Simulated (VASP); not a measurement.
Crystal: Al.

```
Al
1.0
     0.00000    2.02481    2.02481
     2.02481    0.00000    2.02481
     2.02481    2.02481    0.00000
Al
1
Direct
  0.00000 0.00000 0.00000
```

Base run:

| Quantity | Value |
| --- | --- |
| Program | VASP 6.6.1 |
| Functional | PBE |
| Potentials or basis | VASP PAW PBE potentials, release 64 (Al) |
| Cutoff | 520 eV |
| k mesh | 14 × 14 × 14 |
| Occupations | gaussian, width 0.1 eV |
| Spin | no spin polarisation |

Its results: pressure -0.8 GPa.

Question: The run is repeated on the same cell with these changes: k mesh from 14 × 14 × 14 to 6 × 6 × 6; further incar settings from ALGO = Normal; EDIFF = 1e-07; NBANDS = 8 to ALGO = Fast; EDIFF = 1e-07; NBANDS = 8. What comes out?

Answer: Pressure 0.0 GPa.

Caveats: some runs use coarse meshes.
